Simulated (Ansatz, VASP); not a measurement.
## Ge in VASP and in Ansatz

```
CELL_PARAMETERS angstrom
0.00000 2.81355 2.88558
2.81355 0.00000 2.88558
2.81355 2.81355 0.00000
ATOMIC_POSITIONS crystal
Ge 0.00000 0.00000 0.00000
Ge 0.25000 0.25000 0.25000
```

Alike in both runs: task single point; functional r2SCAN; k mesh 10 × 10 × 10; occupations gaussian, width 0.01 eV; no spin polarisation.

```csv
,VASP,Ansatz
version,VASP 6.6.1,Ansatz 0.2.0
potentials or method,"VASP PAW PBE potentials, release 64 (Ge_d)","scalar-relativistic, plane waves, PAW"
plane-wave cutoff (eV),520,500
valence electrons in the cell,28,28
```

Ansatz gave:

```
gap on the k mesh at the Fermi level (eV) : 0.28
least direct gap on the mesh (eV)         : 0.28
```

Question: Which values does VASP return?

Answer: gap on the k mesh at the Fermi level (eV): 0.24; least direct gap on the mesh (eV): 0.24.

VASP's potentials were made for PBE, not for r2SCAN. With one functional, cell and mesh, what is left measures potentials, basis and numerics.
